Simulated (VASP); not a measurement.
# RbBr (P6_3/mmc) in VASP: further runs

RbBr is run at these levels: PBEsol, PBE; tasks: single point.

Everything below comes from runs of VASP 6.6.1. Logs are shortened: lines on timing, memory, paths and dates and some standing lists are left out, and cuts for length are marked.

## Step 1: The cell of the first run

The structure is hexagonal, space group P6_3/mmc (No. 194). Conventional cell: a = 5.818 Å, b = 5.818 Å, c = 6.787 Å, α = 90.00°, β = 90.00°, γ = 120.00°. Within 4.4 Å of Rb (site symmetry -6m2) lie 5 Br at 3.36 to 3.39 Å. Within 4.4 Å of Br (site symmetry -6m2) lie 5 Rb at 3.36 to 3.39 Å.

## Step 2: Single point, PBEsol

File INCAR:

```
  PREC = Accurate
  ENCUT = 520
  EDIFF = 1E-6
  ISMEAR = -1
  SIGMA = 0.02
  LREAL = F
  LASPH = T
  NELM = 60
  ALGO = Normal
  ISIF = 2
  LWAVE = F
  LCHARG = F
  GGA = PS
  NBANDS = 24
```

File KPOINTS:

```
regular mesh
0
Gamma
  6 6 4
```

File POSCAR:

```
RbBr
1.0
    5.8177054111      0.0000000000      0.0000000000
   -2.9088527055      5.0382806777      0.0000000000
    0.0000000000      0.0000000000      6.7866163707
Rb Br
2 2
Direct
    0.3333333333      0.6666666667     -0.0625000000
    0.6666666667      0.3333333333      0.4375000000
    0.3333333333      0.6666666667      0.4375000000
    0.6666666667      0.3333333333      0.9375000000
```

Potentials or basis: VASP PAW PBE potentials, release 64 (Rb_sv, Br).

On the command line:

```console
$ cat potpaw_PBE.64/Rb_sv/POTCAR potpaw_PBE.64/Br/POTCAR > POTCAR
$ mpirun -np 1 vasp_std > vasp.out
```

OUTCAR:

```text
PREC = Accurate
   ENCUT = 520
   EDIFF = 1E-6
   ISMEAR = -1
   LREAL = F
   LASPH = T
   NELM = 60
   ISIF = 2
   GGA = PS

 ion  position               nearest neighbor table
   1  0.333  0.667  0.938-   4 3.36   4 3.36   4 3.36   3 3.39   3 3.39   2 4.77   2 4.77   2 4.77
                             2 4.77   2 4.77   2 4.77
   2  0.667  0.333  0.438-   3 3.36   3 3.36   3 3.36   4 3.39   4 3.39   1 4.77   1 4.77   1 4.77
                             1 4.77   1 4.77   1 4.77
   3  0.333  0.667  0.438-   2 3.36   2 3.36   2 3.36   1 3.39   1 3.39
   4  0.667  0.333  0.938-   1 3.36   1 3.36   1 3.36   2 3.39   2 3.39

  LATTYP: Found a hexagonal cell.
 ALAT       =     5.8177054111
 C/A-ratio  =     1.1665452083

  Lattice vectors:

 A1 = (   5.8177054111,   0.0000000000,   0.0000000000)
 A2 = (  -2.9088527055,   5.0382806777,   0.0000000000)
 A3 = (   0.0000000000,   0.0000000000,   6.7866163707)

Analysis of symmetry for initial positions (statically):
=====================================================================
 Subroutine PRICEL returns:
 Original cell was already a primitive cell.

 Routine SETGRP: Setting up the symmetry group for a
 hexagonal supercell.

 Subroutine GETGRP returns: Found 24 space group operations
 (whereof  6 operations were pure point group operations)
 out of a pool of 24 trial point group operations.

The static configuration has the point symmetry C_3v.
 The point group associated with its full space group is D_6h.

Analysis of symmetry for dynamics (positions and initial velocities):
=====================================================================
 Subroutine PRICEL returns:
 Original cell was already a primitive cell.

 Routine SETGRP: Setting up the symmetry group for a
 hexagonal supercell.

 Subroutine GETGRP returns: Found 24 space group operations
 (whereof  6 operations were pure point group operations)
 out of a pool of 24 trial point group operations.

The dynamic configuration has the point symmetry C_3v.
 The point group associated with its full space group is D_6h.

 Subroutine INISYM returns: Found 24 space group operations
 (whereof  6 operations are pure point group operations),
 and found     1 'primitive' translations

----------------------------------------------------------------------------------------

                                     Primitive cell

  volume of cell :     198.9241

  direct lattice vectors                    reciprocal lattice vectors
     5.817705411  0.000000000  0.000000000     0.171889075  0.099240204  0.000000000
    -2.908852706  5.038280678  0.000000000     0.000000000  0.198480407  0.000000000
     0.000000000  0.000000000  6.786616371     0.000000000  0.000000000  0.147348833

  length of vectors
     5.817705411  5.817705411  6.786616371     0.198480407  0.198480407  0.147348833

  position of ions in fractional coordinates (direct lattice)
     0.333333333  0.666666667  0.937500000
     0.666666667  0.333333333  0.437500000
     0.333333333  0.666666667  0.437500000
     0.666666667  0.333333333  0.937500000

  ion indices of the primitive-cell ions
   primitive index   ion index
                 1           1
                 2           2
                 3           3
                 4           4

----------------------------------------------------------------------------------------

 KPOINTS: regular mesh

Automatic generation of k-mesh.
 Grid dimensions read from file:
 generate k-points for:    6    6    4

 Generating k-lattice:

  Cartesian coordinates                     Fractional coordinates (reciprocal lattice)
     0.028648179  0.016540034  0.000000000     0.166666667  0.000000000  0.000000000
     0.000000000  0.033080068  0.000000000     0.000000000  0.166666667  0.000000000
     0.000000000  0.000000000  0.036837208     0.000000000  0.000000000  0.250000000

  Length of vectors
     0.033080068  0.033080068  0.036837208

  Shift w.r.t. Gamma in fractional coordinates (k-lattice)
     0.000000000  0.000000000  0.000000000

 Subroutine IBZKPT returns following result:
 ===========================================

 Found     21 irreducible k-points:

 Following reciprocal coordinates:
            Coordinates               Weight
  0.000000  0.000000  0.000000      1.000000
  0.166667  0.000000  0.000000      6.000000
  0.333333 -0.000000  0.000000      6.000000
  0.500000  0.000000  0.000000      3.000000
  0.166667  0.166667  0.000000      6.000000
  0.333333  0.166667  0.000000     12.000000
[... 13 lines left out ...]
  0.333333  0.166667  0.500000     12.000000
  0.333333  0.333333  0.500000      2.000000
   k-points           NKPTS =     21   k-points in BZ     NKDIM =     21   number of bands    NBANDS=     24
   number of dos      NEDOS =    301   number of ions     NIONS =      4
   total plane-waves  NPLWV = 115200
   dimension x,y,z NGX =    48 NGY =   48 NGZ =   50
   dimension x,y,z NGXF=    96 NGYF=   96 NGZF=  100
   ions per type =               2   2
   NGX,Y,Z   is equivalent  to a cutoff of  13.72, 13.72, 12.25 a.u.
   NGXF,Y,Z  is equivalent  to a cutoff of  27.43, 27.43, 24.50 a.u.
 SYSTEM =  unknown system
   PREC   = accura    normal or accurate (medium, high low for compatibility)
   ISTART =      0    job   : 0-new  1-cont  2-samecut
   ICHARG =      2    charge: 1-file 2-atom 10-const
   ISPIN  =      1    spin polarized calculation?
   LNONCOLLINEAR =      F non collinear calculations
   LSORBIT =      F    spin-orbit coupling
   LASPH  =      T    aspherical Exc in radial PAW
   ENCUT  =  520.0 eV  38.22 Ry    6.18 a.u.  10.82 10.82 12.62*2*pi/ulx,y,z
   NELM   =     60;   NELMIN=  2; NELMDL= -5     # of ELM steps
   EDIFF  = 0.1E-05   stopping-criterion for ELM
   LREAL  =      F    real-space projection
   EDIFFG = 0.1E-04   stopping-criterion for IOM
   NSW    =      0    number of steps for IOM
   IBRION =     -1    ionic relax: 0-MD 1-quasi-New 2-CG
   NFREE  =      0    steps in history (QN), initial steepest desc. (CG)
   ISIF   =      2    stress and relaxation
   ISYM   =      2    0-nonsym 1-usesym 2-fastsym
   POTIM  = 0.5000    time-step for ionic-motion
   TEBEG  =    0.0;   TEEND  =   0.0 temperature during run
   PSTRESS=    0.0 pullay stress
   NELECT =      32.0000    total number of electrons
   NUPDOWN=      -1.0000    fix difference up-down
   EMIN   =  10.00;   EMAX   =-10.00  energy-range for DOS
   EFERMI =   0.00;   METHOD = LEGACY
   ISMEAR =    -1;   SIGMA  =   0.02  broadening in eV -4-tet -1-fermi 0-gaus
   EFERMI_NEDOS =   21; number of points for ismear=-14 and -15
   IALGO  =     38    algorithm
   IMIX   =      4    mixing-type and parameters
     AMIX     =   0.40;   BMIX     =  1.00
     AMIX_MAG =   1.60;   BMIX_MAG =  1.00
  volume/ion in A,a.u.               =      49.73       335.60
  Fermi-wavevector in a.u.,A,eV,Ry     =   0.890353  1.682524 10.785732  0.792729
  Thomas-Fermi vector in A             =   2.012033
   LORBIT       =      0    0 simple, 1 ext, 2 COOP (PROOUT), +10 PAW based schemes
   GGA     = PS    functional components
   LHFCALC =     F    Hartree Fock is set to
   AEXX    =    0.0000 exact exchange contribution
   IVDW    =     0    specifies the selected vdW correction
   LEPSILON=     F    determine dielectric tensor
   LRPA    =     F    only Hartree local field effects (RPA)
 non-spin polarized calculation
  energy-cutoff  :      520.00
  volume of cell :      198.92
 maximum number of plane-waves:      5389
 NGX is ok and might be reduce to    48
   NGX = 21   NGY = 21   NGZ = 25

 number of electron      31.9999998 magnetization

 Free energy of the ion-electron system (eV)
  ---------------------------------------------------
  ext. energy  EPLUGINS =         0.00000000
  ---------------------------------------------------
  free energy    TOTEN  =       -12.51063036 eV

  energy without entropy =      -12.51063036  energy(sigma->0) =      -12.51063036

 E-fermi :  -2.0699     XC(G=0):  -6.3287

 val. band max:       -2.5549437634   @ k =   0.0000   0.0000   0.0000
 cond. band min:       1.5588674926   @ k =   0.0000   0.0000   0.0000
 fundamental gap:      4.1138112560
 Fermi energy:        -2.0698579139

 k-point     1 :       0.0000    0.0000    0.0000
  band No.  band energies     occupation
      1     -27.0547      2.00000
      2     -27.0431      2.00000
      3     -14.7161      2.00000
      4     -14.6698      2.00000
      5     -11.3028      2.00000
      6     -11.2406      2.00000
[... 16 lines left out ...]
     23       5.6034      0.00000
     24       6.0235      0.00000

 k-point     2 :       0.1667    0.0000    0.0000
  band No.  band energies     occupation
      1     -27.0538      2.00000
      2     -27.0436      2.00000
      3     -14.7240      2.00000
      4     -14.6836      2.00000
      5     -11.2924      2.00000
      6     -11.2466      2.00000
[... 16 lines left out ...]
     23       5.5984      0.00000
     24       5.6310      0.00000

 k-point     3 :       0.3333   -0.0000    0.0000
  band No.  band energies     occupation
      1     -27.0516      2.00000
      2     -27.0449      2.00000
      3     -14.7381      2.00000
      4     -14.7122      2.00000
      5     -11.2658      2.00000
      6     -11.2579      2.00000
[... 16 lines left out ...]
     23       5.6032      0.00000
     24       5.7445      0.00000
[... 433 lines left out ...]
 k-point    20 :       0.3333    0.1667    0.5000
  band No.  band energies     occupation
      1     -27.0479      2.00000
      2     -27.0479      2.00000
      3     -14.7689      2.00000
      4     -14.7689      2.00000
      5     -11.2257      2.00000
      6     -11.2257      2.00000
[... 16 lines left out ...]
     23       5.6040      0.00000
     24       5.6040      0.00000

 k-point    21 :       0.3333    0.3333    0.5000
  band No.  band energies     occupation
      1     -27.0478      2.00000
      2     -27.0478      2.00000
      3     -14.7739      2.00000
      4     -14.7739      2.00000
      5     -11.2323      2.00000
      6     -11.2323      2.00000
[... 16 lines left out ...]
     23       5.5849      0.00000
     24       5.5849      0.00000

------------------------ aborting loop because EDIFF is reached ----------------------------------------

  FORCE on cell =-STRESS in cart. coord.  units (eV):
  Direction    XX          YY          ZZ          XY          YZ          ZX
  --------------------------------------------------------------------------------------
  -------------------------------------------------------------------------------------
  Total        0.0365232      0.0365232      0.0462541      0.0000000      0.0000000      0.0000000
  in kB        0.2941657      0.2941657      0.3725402      0.0000000      0.0000000      0.0000000
  external PRESSURE =       0.3202905 kB  Pullay stress =       0.0000000 kB

 VOLUME and BASIS-vectors are now :
 -----------------------------------------------------------------------------
  energy-cutoff  :      520.00
  volume of cell :      198.92
      direct lattice vectors                 reciprocal lattice vectors
     5.817705411  0.000000000  0.000000000     0.171889075  0.099240204  0.000000000
    -2.908852706  5.038280678  0.000000000     0.000000000  0.198480407  0.000000000
     0.000000000  0.000000000  6.786616371     0.000000000  0.000000000  0.147348833

 POSITION                                       TOTAL-FORCE (eV/Angst)
 -----------------------------------------------------------------------------------
     -0.00000      3.35885      6.36245         0.000000      0.000000      0.000000
      2.90885      1.67943      2.96914         0.000000      0.000000     -0.000000
     -0.00000      3.35885      2.96914        -0.000000     -0.000000     -0.000000
      2.90885      1.67943      6.36245         0.000000     -0.000000      0.000000
 -----------------------------------------------------------------------------------
    total drift:                               -0.000000      0.000000      0.000017

  FREE ENERGIE OF THE ION-ELECTRON SYSTEM (eV)
  ---------------------------------------------------
  free  energy   TOTEN  =       -12.5106303556 eV

  energy  without entropy=      -12.5106303556  energy(sigma->0) =      -12.51063036
```

Run time: 2.4 min. Hardware: 1 thread of AMD EPYC 7R43 (Zen 3), shared host; peak memory 0.31 GiB.

Results:

* Free energy: -12.5106 eV
* Pressure: 0.0 GPa
* Band gap on the k mesh: 4.11 eV, direct

Levels at points of the mesh, in eV from the valence-band top:
```tsv
k point	band 14	band 15	band 16	band 17	band 18	band 19
(0.00, 0.00, 0.00)	-0.30	-0.30	0.00	4.11	6.97	7.01
(0.50, 0.00, 0.00)	-0.29	-0.16	-0.14	5.89	6.23	6.37
(0.00, 0.00, 0.50)	-0.37	-0.37	-0.37	5.31	5.31	8.38
(0.50, 0.00, 0.50)	-0.31	-0.27	-0.27	6.23	6.23	7.56
```

Caveat: the PAW data sets were made with another functional, which shifts forces and pressure a little. PBEsol gaps usually lie below the measured ones, often by a third to a half.

## Step 3: Single point, PBE

This run uses another cell than the first one, of 51.61 Å³/atom, 1.038 times its volume.

File INCAR:

```
SYSTEM = RbBr
PREC = Accurate
ENCUT = 520
EDIFF = 1E-6
ISMEAR = -1
SIGMA = 0.02
LREAL = .False.
LASPH = .True.
NELM = 80
ALGO = Normal
ISIF = 2
LWAVE = .False.
LCHARG = .False.
GGA = PE
NBANDS = 24
```

File KPOINTS:

```
regular mesh
0
Gamma
  6 6 4
  0 0 0
```

File POSCAR:

```
RbBr
1.0
    5.8901391548      0.0000000000      0.0000000000
   -2.9450695774      5.1010101399      0.0000000000
    0.0000000000      0.0000000000      6.8703327543
Rb Br
2 2
Direct
    0.3333333333      0.6666666667     -0.0625000000
    0.6666666667      0.3333333333      0.4375000000
    0.3333333333      0.6666666667      0.4375000000
    0.6666666667      0.3333333333      0.9375000000
```

Potentials or basis: VASP PAW PBE potentials, release 64 (Rb_sv, Br).

On the command line:

```console
$ cat potpaw_PBE.64/Rb_sv/POTCAR potpaw_PBE.64/Br/POTCAR > POTCAR
$ mpirun -np 1 vasp_std > vasp.out
```

OUTCAR:

```text
SYSTEM = RbBr
   PREC = Accurate
   ENCUT = 520
   EDIFF = 1E-6
   ISMEAR = -1
   LREAL = .False.
   LASPH = .True.
   NELM = 80
   ISIF = 2
   GGA = PE

 ion  position               nearest neighbor table
   1  0.333  0.667  0.938-   4 3.40   4 3.40   4 3.40   3 3.44   3 3.44   2 4.83   2 4.83   2 4.83
                             2 4.83   2 4.83   2 4.83
   2  0.667  0.333  0.438-   3 3.40   3 3.40   3 3.40   4 3.44   4 3.44   1 4.83   1 4.83   1 4.83
                             1 4.83   1 4.83   1 4.83
   3  0.333  0.667  0.438-   2 3.40   2 3.40   2 3.40   1 3.44   1 3.44
   4  0.667  0.333  0.938-   1 3.40   1 3.40   1 3.40   2 3.44   2 3.44

[... 765 lines left out ...]
  -------------------------------------------------------------------------------------
  Total        0.3517347      0.3517347      0.5227662      0.0000000      0.0000000      0.0000000
  in kB        2.7300226      2.7300226      4.0575005      0.0000000      0.0000000      0.0000000
  external PRESSURE =       3.1725152 kB  Pullay stress =       0.0000000 kB

 VOLUME and BASIS-vectors are now :
 -----------------------------------------------------------------------------
  energy-cutoff  :      520.00
  volume of cell :      206.42
      direct lattice vectors                 reciprocal lattice vectors
     5.890139155  0.000000000  0.000000000     0.169775276  0.098019801  0.000000000
    -2.945069577  5.101010140  0.000000000     0.000000000  0.196039602  0.000000000
     0.000000000  0.000000000  6.870332754     0.000000000  0.000000000  0.145553358

 POSITION                                       TOTAL-FORCE (eV/Angst)
 -----------------------------------------------------------------------------------
     -0.00000      3.40067      6.44094        -0.000000      0.000000      0.000000
      2.94507      1.70034      3.00577         0.000000     -0.000000      0.000000
     -0.00000      3.40067      3.00577         0.000000     -0.000000      0.000000
      2.94507      1.70034      6.44094        -0.000000     -0.000000      0.000000
 -----------------------------------------------------------------------------------
    total drift:                               -0.000000      0.000000     -0.000024

  FREE ENERGIE OF THE ION-ELECTRON SYSTEM (eV)
  ---------------------------------------------------
  free  energy   TOTEN  =       -12.0615550559 eV

  energy  without entropy=      -12.0615550559  energy(sigma->0) =      -12.06155506
```

stdout:

```text
POSCAR found type information on POSCAR RbBr
 POSCAR found :  2 types and       4 ions
 scaLAPACK will be used
 LDA part: xc-table for (Slater+PW92), standard interpolation
 POSCAR, INCAR and KPOINTS ok, starting setup
 FFT: planning ... GRIDC
 FFT: planning ... GRID_SOFT
 FFT: planning ... GRID
 WAVECAR not read
 entering main loop
```

It took 3.4 min on 1 thread of AMD EPYC 7R43 (Zen 3), shared host; peak memory 0.34 GiB.

Results:

* Free energy: -12.0616 eV
* Pressure: 0.3 GPa
* Band gap on the k mesh: 4.06 eV, direct

Stress tensor (GPa, compression positive):
```
0.27 0.00 0.00
0.00 0.27 0.00
0.00 0.00 0.41
```

Levels at points of the mesh, in eV from the valence-band top:
| k point | band 12 | band 13 | band 14 | band 15 | band 16 | band 17 | band 18 | band 19 | band 20 | band 21 |
| --- | --- | --- | --- | --- | --- | --- | --- | --- | --- | --- |
| (0.00, 0.00, 0.00) | -0.36 | -0.36 | -0.27 | -0.27 | 0.00 | 4.06 | 6.83 | 7.08 | 7.08 | 7.89 |
| (0.50, 0.00, 0.00) | -0.39 | -0.32 | -0.27 | -0.15 | -0.12 | 5.78 | 6.16 | 6.38 | 6.52 | 7.45 |
| (0.00, 0.00, 0.50) | -0.54 | -0.33 | -0.33 | -0.33 | -0.33 | 5.21 | 5.21 | 8.33 | 8.33 | 8.33 |
| (0.50, 0.00, 0.50) | -0.74 | -0.27 | -0.27 | -0.25 | -0.25 | 6.14 | 6.14 | 7.43 | 7.43 | 7.82 |
